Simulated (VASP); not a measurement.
# Be (Fm-3m) in VASP: a series of runs

Runs on Be. Level: PBE. Tasks: single point, elastic constants.

Program: VASP 6.6.1. These are calculated values, not measurements. Logs are shortened: lines on timing, memory, paths and dates and some standing lists are left out, and cuts for length are marked.

## (1) The cell of the first run

It takes space group Fm-3m (No. 225, cubic). Conventional cell: a = 3.157 Å, b = 3.157 Å, c = 3.157 Å, α = 90.00°, β = 90.00°, γ = 90.00°. Be (site symmetry m-3m) has 12 Be at 2.23 Å within 3.0 Å.

This isn't the form of Be at room conditions, which is hcp.

## (2) Single point, PBE

File POSCAR:

```
Be
1.0
    0.0000000000      1.5784156514      1.5784156514
    1.5784156514      0.0000000000      1.5784156514
    1.5784156514      1.5784156514      0.0000000000
Be
1
Direct
    0.0000000000      0.0000000000      0.0000000000
```

File INCAR.step1:

```
ALGO = Normal ; EDIFF = 1E-6
ENCUT = 520 ; GGA = PE
ISIF = 2 ; ISMEAR = 0
LASPH = T ; LCHARG = T
LREAL = F ; LWAVE = F
NBANDS = 7 ; NELM = 100
PREC = Accurate ; SIGMA = 0.1
```

File KPOINTS.step1:

```
k-points
0
Gamma
  30 30 30
```

File INCAR.step2:

```
ALGO = Normal ; EDIFF = 1E-6
ENCUT = 520 ; GGA = PE
ICHARG = 11 ; ISIF = 2
ISMEAR = -5 ; LASPH = T
LCHARG = F ; LORBIT = 11
LREAL = F ; LWAVE = F
NEDOS = 2001 ; NELM = 100
PREC = Accurate ; SIGMA = 0.1
```

File KPOINTS.step2:

```
k-points
0
Gamma
  45 45 45
```

Potentials or basis: VASP PAW PBE potentials, release 64 (Be).

Started as:

```bash
$ cat potpaw_PBE.64/Be/POTCAR > POTCAR
$ cp INCAR.step1 INCAR
$ cp KPOINTS.step1 KPOINTS
$ mpirun -np 1 vasp_std > vasp.out
$ cp INCAR.step2 INCAR
$ cp KPOINTS.step2 KPOINTS
$ mpirun -np 1 vasp_std > vasp.out
```

OUTCAR:

```text
EDIFF = 1E-6
   ENCUT = 520
   GGA = PE
   ICHARG = 11
   ISIF = 2
   ISMEAR = -5
   LASPH = T
   LORBIT = 11
   LREAL = F
   NELM = 100
   PREC = Accurate

 ion  position               nearest neighbor table
   1  0.000  0.000  0.000-

  LATTYP: Found a face centered cubic cell.
 ALAT       =     3.1568313028

  Lattice vectors:

 A1 = (   0.0000000000,   1.5784156514,   1.5784156514)
 A2 = (   1.5784156514,   0.0000000000,   1.5784156514)
 A3 = (   1.5784156514,   1.5784156514,   0.0000000000)

Analysis of symmetry for initial positions (statically):
=====================================================================
 Subroutine PRICEL returns:
 Original cell was already a primitive cell.

 Routine SETGRP: Setting up the symmetry group for a
 face centered cubic supercell.

 Subroutine GETGRP returns: Found 48 space group operations
 (whereof 48 operations were pure point group operations)
 out of a pool of 48 trial point group operations.

The static configuration has the point symmetry O_h .

Analysis of symmetry for dynamics (positions and initial velocities):
=====================================================================
 Subroutine PRICEL returns:
 Original cell was already a primitive cell.

 Routine SETGRP: Setting up the symmetry group for a
 face centered cubic supercell.

 Subroutine GETGRP returns: Found 48 space group operations
 (whereof 48 operations were pure point group operations)
 out of a pool of 48 trial point group operations.

The dynamic configuration has the point symmetry O_h .

 Subroutine INISYM returns: Found 48 space group operations
 (whereof 48 operations are pure point group operations),
 and found     1 'primitive' translations

----------------------------------------------------------------------------------------

                                     Primitive cell

  volume of cell :       7.8649

  direct lattice vectors                    reciprocal lattice vectors
     0.000000000  1.578415651  1.578415651    -0.316773341  0.316773341  0.316773341
     1.578415651  0.000000000  1.578415651     0.316773341 -0.316773341  0.316773341
     1.578415651  1.578415651  0.000000000     0.316773341  0.316773341 -0.316773341

  length of vectors
     2.232216821  2.232216821  2.232216821     0.548667522  0.548667522  0.548667522

  position of ions in fractional coordinates (direct lattice)
     0.000000000  0.000000000  0.000000000

  ion indices of the primitive-cell ions
   primitive index   ion index
                 1           1

----------------------------------------------------------------------------------------

 KPOINTS: k-points

Automatic generation of k-mesh.
 Grid dimensions read from file:
 generate k-points for:   45   45   45

 Generating k-lattice:

  Cartesian coordinates                     Fractional coordinates (reciprocal lattice)
    -0.007039408  0.007039408  0.007039408     0.022222222  0.000000000  0.000000000
     0.007039408 -0.007039408  0.007039408     0.000000000  0.022222222  0.000000000
     0.007039408  0.007039408 -0.007039408     0.000000000  0.000000000  0.022222222

  Length of vectors
     0.012192612  0.012192612  0.012192612

  Shift w.r.t. Gamma in fractional coordinates (k-lattice)
     0.000000000  0.000000000  0.000000000

 TETIRR: Found  11914 inequivalent tetrahedra from   546750

 Subroutine IBZKPT returns following result:
 ===========================================

 Found   2300 irreducible k-points:

 Following reciprocal coordinates:
            Coordinates               Weight
  0.000000  0.000000  0.000000      1.000000
  0.022222  0.000000  0.000000      8.000000
  0.044444  0.000000  0.000000      8.000000
  0.066667  0.000000  0.000000      8.000000
  0.088889  0.000000  0.000000      8.000000
  0.111111  0.000000  0.000000      8.000000
[... 16 lines left out ...]
  0.488889  0.000000  0.000000      8.000000
  0.022222  0.022222  0.000000      6.000000
 [... further k-points ...]
   k-points           NKPTS =   2300   k-points in BZ     NKDIM =   2300   number of bands    NBANDS=      5
   number of dos      NEDOS =   2001   number of ions     NIONS =      1
   total plane-waves  NPLWV =   5832
   dimension x,y,z NGX =    18 NGY =   18 NGZ =   18
   dimension x,y,z NGXF=    36 NGYF=   36 NGZF=   36
   ions per type =               1
   NGX,Y,Z   is equivalent  to a cutoff of  13.41, 13.41, 13.41 a.u.
   NGXF,Y,Z  is equivalent  to a cutoff of  26.81, 26.81, 26.81 a.u.
 SYSTEM =  unknown system
   PREC   = accura    normal or accurate (medium, high low for compatibility)
   ISTART =      0    job   : 0-new  1-cont  2-samecut
   ICHARG =     11    charge: 1-file 2-atom 10-const
   ISPIN  =      1    spin polarized calculation?
   LNONCOLLINEAR =      F non collinear calculations
   LSORBIT =      F    spin-orbit coupling
   LASPH  =      T    aspherical Exc in radial PAW
   ENCUT  =  520.0 eV  38.22 Ry    6.18 a.u.   4.15  4.15  4.15*2*pi/ulx,y,z
   NELM   =    100;   NELMIN=  2; NELMDL=  0     # of ELM steps
   EDIFF  = 0.1E-05   stopping-criterion for ELM
   LREAL  =      F    real-space projection
   EDIFFG = 0.1E-04   stopping-criterion for IOM
   NSW    =      0    number of steps for IOM
   IBRION =     -1    ionic relax: 0-MD 1-quasi-New 2-CG
   NFREE  =      0    steps in history (QN), initial steepest desc. (CG)
   ISIF   =      2    stress and relaxation
   ISYM   =      2    0-nonsym 1-usesym 2-fastsym
   POTIM  = 0.5000    time-step for ionic-motion
   TEBEG  =    0.0;   TEEND  =   0.0 temperature during run
   PSTRESS=    0.0 pullay stress
   NELECT =       2.0000    total number of electrons
   NUPDOWN=      -1.0000    fix difference up-down
   EMIN   =  10.00;   EMAX   =-10.00  energy-range for DOS
   EFERMI =   0.00;   METHOD = LEGACY
   ISMEAR =    -5;   SIGMA  =   0.10  broadening in eV -4-tet -1-fermi 0-gaus
   EFERMI_NEDOS =   21; number of points for ismear=-14 and -15
   IALGO  =     38    algorithm
   IMIX   =      4    mixing-type and parameters
     AMIX     =   0.40;   BMIX     =  1.00
     AMIX_MAG =   1.60;   BMIX_MAG =  1.00
  volume/ion in A,a.u.               =       7.86        53.08
  Fermi-wavevector in a.u.,A,eV,Ry     =   1.037178  1.959983 14.636317  1.075739
  Thomas-Fermi vector in A             =   2.171604
   LORBIT       =     11    0 simple, 1 ext, 2 COOP (PROOUT), +10 PAW based schemes
   GGA     = PE    functional components
   LHFCALC =     F    Hartree Fock is set to
   AEXX    =    0.0000 exact exchange contribution
   IVDW    =     0    specifies the selected vdW correction
   LEPSILON=     F    determine dielectric tensor
   LRPA    =     F    only Hartree local field effects (RPA)
 non-spin polarized calculation
 Fermi weights with tetrahedron method with Bloechl corrections
  energy-cutoff  :      520.00
  volume of cell :        7.86
 maximum number of plane-waves:       222
 NGX is ok and might be reduce to    18

 number of electron       2.0000000 magnetization

 Free energy of the ion-electron system (eV)
  ---------------------------------------------------
  ext. energy  EPLUGINS =         0.00000000
  ---------------------------------------------------
  free energy    TOTEN  =        -3.68602683 eV

  energy without entropy =       -3.68602683  energy(sigma->0) =       -3.68602683

 E-fermi :   7.6436     XC(G=0): -10.6273

 val. band max:        7.6907171162   @ k =  -0.2889   0.4444   0.2000
 cond. band min:       7.5573981480   @ k =  -0.3111   0.4000   0.0889
 fundamental gap:     -0.1333189682
 Fermi energy:         7.6436473667

 k-point     1 :       0.0000    0.0000    0.0000
  band No.  band energies     occupation
      1      -4.3160      2.00000
      2      27.0243      0.00000
      3      27.0243      0.00000
      4      27.0243      0.00000
      5      36.7009      0.00000

 k-point     2 :       0.0222    0.0000    0.0000
  band No.  band energies     occupation
      1      -4.2996      2.00000
      2      26.8894      0.00000
      3      26.9950      0.00000
      4      26.9950      0.00000
      5      36.3663      0.00000

 k-point     3 :       0.0444    0.0000    0.0000
  band No.  band energies     occupation
      1      -4.2504      2.00000
      2      26.4912      0.00000
      3      26.9098      0.00000
      4      26.9098      0.00000
      5      35.7957      0.00000

 k-point     4 :       0.0667    0.0000    0.0000
  band No.  band energies     occupation
      1      -4.1685      2.00000
      2      25.8531      0.00000
      3      26.7760      0.00000
      4      26.7760      0.00000
      5      35.3288      0.00000

 k-point     5 :       0.0889    0.0000    0.0000
  band No.  band energies     occupation
      1      -4.0538      2.00000
      2      25.0151      0.00000
      3      26.6036      0.00000
      4      26.6036      0.00000
      5      35.0315      0.00000

 k-point     6 :       0.1111    0.0000    0.0000
  band No.  band energies     occupation
      1      -3.9063      2.00000
      2      24.0276      0.00000
      3      26.4035      0.00000
      4      26.4035      0.00000
      5      34.8959      0.00000

 k-point     7 :       0.1333    0.0000    0.0000
  band No.  band energies     occupation
      1      -3.7261      2.00000
      2      22.9386      0.00000
      3      26.1866      0.00000
      4      26.1866      0.00000
      5      34.8948      0.00000

 k-point     8 :       0.1556    0.0000    0.0000
  band No.  band energies     occupation
      1      -3.5132      2.00000
      2      21.7878      0.00000
      3      25.9618      0.00000
      4      25.9618      0.00000
      5      35.0005      0.00000

 k-point     9 :       0.1778    0.0000    0.0000
  band No.  band energies     occupation
      1      -3.2678      2.00000
      2      20.6045      0.00000
      3      25.7368      0.00000
      4      25.7368      0.00000
      5      35.1888      0.00000

 k-point    10 :       0.2000    0.0000    0.0000
  band No.  band energies     occupation
      1      -2.9900      2.00000
      2      19.4101      0.00000
      3      25.5176      0.00000
      4      25.5176      0.00000
      5      35.4389      0.00000

 k-point    11 :       0.2222    0.0000    0.0000
  band No.  band energies     occupation
      1      -2.6802      2.00000
      2      18.2196      0.00000
      3      25.3086      0.00000
      4      25.3086      0.00000
      5      35.7300      0.00000

 k-point    12 :       0.2444    0.0000    0.0000
  band No.  band energies     occupation
      1      -2.3389      2.00000
      2      17.0441      0.00000
      3      25.1131      0.00000
      4      25.1131      0.00000
      5      36.0359      0.00000

 k-point    13 :       0.2667    0.0000    0.0000
  band No.  band energies     occupation
      1      -1.9668      2.00000
      2      15.8921      0.00000
      3      24.9334      0.00000
      4      24.9334      0.00000
      5      36.3179      0.00000

 k-point    14 :       0.2889    0.0000    0.0000
  band No.  band energies     occupation
      1      -1.5652      2.00000
      2      14.7703      0.00000
      3      24.7709      0.00000
      4      24.7709      0.00000
      5      36.5146      0.00000

 k-point    15 :       0.3111    0.0000    0.0000
  band No.  band energies     occupation
      1      -1.1357      2.00000
      2      13.6846      0.00000
      3      24.6265      0.00000
      4      24.6265      0.00000
      5      36.0250      0.00000

 k-point    16 :       0.3333    0.0000    0.0000
  band No.  band energies     occupation
      1      -0.6811      2.00000
      2      12.6408      0.00000
      3      24.5004      0.00000
      4      24.5004      0.00000
      5      35.5686      0.00000

 k-point    17 :       0.3556    0.0000    0.0000
  band No.  band energies     occupation
      1      -0.2055      2.00000
      2      11.6456      0.00000
      3      24.3923      0.00000
      4      24.3923      0.00000
      5      35.1555      0.00000

 k-point    18 :       0.3778    0.0000    0.0000
  band No.  band energies     occupation
      1       0.2845      2.00000
      2      10.7072      0.00000
      3      24.3017      0.00000
      4      24.3017      0.00000
      5      34.7920      0.00000

 k-point    19 :       0.4000    0.0000    0.0000
  band No.  band energies     occupation
      1       0.7783      2.00000
      2       9.8379      0.00000
      3      24.2281      0.00000
      4      24.2281      0.00000
      5      34.4828      0.00000

 k-point    20 :       0.4222    0.0000    0.0000
  band No.  band energies     occupation
      1       1.2584      2.00000
      2       9.0562      0.00000
      3      24.1705      0.00000
      4      24.1705      0.00000
      5      34.2314      0.00000

 k-point    21 :       0.4444    0.0000    0.0000
  band No.  band energies     occupation
      1       1.6957      2.00000
      2       8.3920      0.00000
      3      24.1282      0.00000
      4      24.1282      0.00000
      5      34.0407      0.00000

 k-point    22 :       0.4667    0.0000    0.0000
  band No.  band energies     occupation
      1       2.0444      2.00000
      2       7.8918     -0.02137
      3      24.1004      0.00000
      4      24.1004      0.00000
      5      33.9124      0.00000

 k-point    23 :       0.4889    0.0000    0.0000
  band No.  band energies     occupation
      1       2.2438      2.00000
      2       7.6166      1.28849
      3      24.0867      0.00000
      4      24.0867      0.00000
      5      33.8480      0.00000

 k-point    24 :       0.0222    0.0222    0.0000
  band No.  band energies     occupation
      1      -4.2941      2.00000
      2      26.8971      0.00000
      3      26.8971      0.00000
      4      27.0242      0.00000
      5      36.1207      0.00000

 [... further k-points ...]
[... 5 lines left out ...]
  --------------------------------------------------------------------------------------
  -------------------------------------------------------------------------------------
  Total        0.0080962      0.0080962      0.0080962      0.0000000     -0.0000000      0.0000000
  in kB        1.6492972      1.6492972      1.6492972      0.0000000     -0.0000000      0.0000000
  external PRESSURE =       1.6492972 kB  Pullay stress =       0.0000000 kB

 VOLUME and BASIS-vectors are now :
 -----------------------------------------------------------------------------
  energy-cutoff  :      520.00
  volume of cell :        7.86
      direct lattice vectors                 reciprocal lattice vectors
     0.000000000  1.578415651  1.578415651    -0.316773341  0.316773341  0.316773341
     1.578415651  0.000000000  1.578415651     0.316773341 -0.316773341  0.316773341
     1.578415651  1.578415651  0.000000000     0.316773341  0.316773341 -0.316773341

 POSITION                                       TOTAL-FORCE (eV/Angst)
 -----------------------------------------------------------------------------------
      0.00000      0.00000      0.00000         0.000000      0.000000      0.000000
 -----------------------------------------------------------------------------------
    total drift:                                0.000000     -0.000000     -0.000000

  FREE ENERGIE OF THE ION-ELECTRON SYSTEM (eV)
  ---------------------------------------------------
  free  energy   TOTEN  =        -3.6860268301 eV

  energy  without entropy=       -3.6860268301  energy(sigma->0) =       -3.68602683

 total charge

# of ion       s       p       d       tot
------------------------------------------
    1        0.394   0.784   0.000   1.177
```

Run time: 1.7 min. Hardware: 1 thread of Intel Xeon Platinum 8259CL at 2.50GHz (Skylake/Cascade Lake), shared host; peak memory 0.21 GiB.

Results:

| Property | Result |
| --- | --- |
| Valence electrons inside the program's atomic spheres | Be 1.18 |

Levels at points of the mesh, in eV from the Fermi level:
| k point | band 1 | band 2 | band 3 | band 4 | band 5 |
| --- | --- | --- | --- | --- | --- |
| (0.00, 0.00, 0.00) | -11.96 | 19.38 | 19.38 | 19.38 | 29.06 |

(Part 1 of 2 ends here.)
